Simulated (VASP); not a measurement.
Crystal: LiNbO3.

```xyz
10
Lattice="2.5758 1.4871 4.6230 -2.5758 1.4871 4.6230 0.0000 -2.9743 4.6230" Properties=species:S:1:pos:R:3 pbc="T T T"
Li    0.0000    0.0000    9.9649
Li    0.0000    0.0000    3.0304
Nb    0.0000    0.0000   13.8682
Nb    0.0000    0.0000    6.9337
O    -0.9305   -1.2690    8.3664
O    -0.6338    1.4403    8.3664
O     1.5642   -0.1713    8.3664
O     0.6338   -1.5340    6.0549
O     1.0116    1.3159    6.0549
O    -1.6453    0.2181    6.0549
```

| Quantity | Value |
| --- | --- |
| Program | VASP 6.6.1 |
| Task | relaxation of cell and atoms |
| Functional | PBE |
| Potentials or basis | VASP PAW PBE potentials, release 64 (Li_sv, Nb_sv, O) |
| Cutoff | 600 eV |
| k mesh | 7 × 7 × 7 |
| Occupations | gaussian, width 0.01 eV |
| Spin | no spin polarisation |

At the start: pressure 4.0 GPa; volume 10.63 Å³/atom.

**Question.** How do energy, volume and symmetry change on relaxing?

**Answer.** Over 11 steps the energy falls by 2.9 meV/atom and the volume is 10.85 Å³/atom (+2.1 %); space group R3c (No. 161, to 0.1 Å) before and after.

Step by step:
| step | energy change (eV) | largest force (eV/Å) | pressure (GPa) | volume (Å³) |
| --- | --- | --- | --- | --- |
| 1 | 0.0000 | 0.1944 | 4.05 | 106.25 |
| 2 | 0.0205 | 0.4646 | -4.72 | 110.43 |
| 3 | -0.0240 | 0.1362 | 0.15 | 107.99 |
| 4 | -0.0280 | 0.0444 | 0.04 | 108.37 |
| 5 | -0.0285 | 0.0156 | 0.02 | 108.54 |
| 6 | -0.0285 | 0.0183 | 0.00 | 108.55 |
| 7 | -0.0285 | 0.0081 | -0.04 | 108.56 |
| 8 | -0.0286 | 0.0031 | -0.07 | 108.57 |
| 9 | -0.0286 | 0.0115 | 0.08 | 108.48 |
| 10 | -0.0286 | 0.0054 | 0.01 | 108.53 |
| 11 | -0.0286 | 0.0047 | 0.02 | 108.53 |

Final structure:
```yaml
crystal:
  lattice:
    - [2.59144, 1.49617, 4.66531]
    - [-2.59144, 1.49617, 4.66531]
    - [0.00000, -2.99233, 4.66531]
  atoms:
    - { symbol: Li, position: [0.71842, 0.71842, 0.71842] }
    - { symbol: Li, position: [0.21842, 0.21842, 0.21842] }
    - { symbol: Nb, position: [0.99977, 0.99977, 0.99977] }
    - { symbol: Nb, position: [0.49977, 0.49977, 0.49977] }
    - { symbol: O, position: [0.27894, 0.64155, 0.88950] }
    - { symbol: O, position: [0.64155, 0.88950, 0.27894] }
    - { symbol: O, position: [0.88950, 0.27894, 0.64155] }
    - { symbol: O, position: [0.38950, 0.14155, 0.77894] }
    - { symbol: O, position: [0.77894, 0.38950, 0.14155] }
    - { symbol: O, position: [0.14155, 0.77894, 0.38950] }
```

Caveat: the cutoff is under 1.25 times the usual one of these potentials, so pressure, stress and relaxed cells hold a basis-set (Pulay) error.
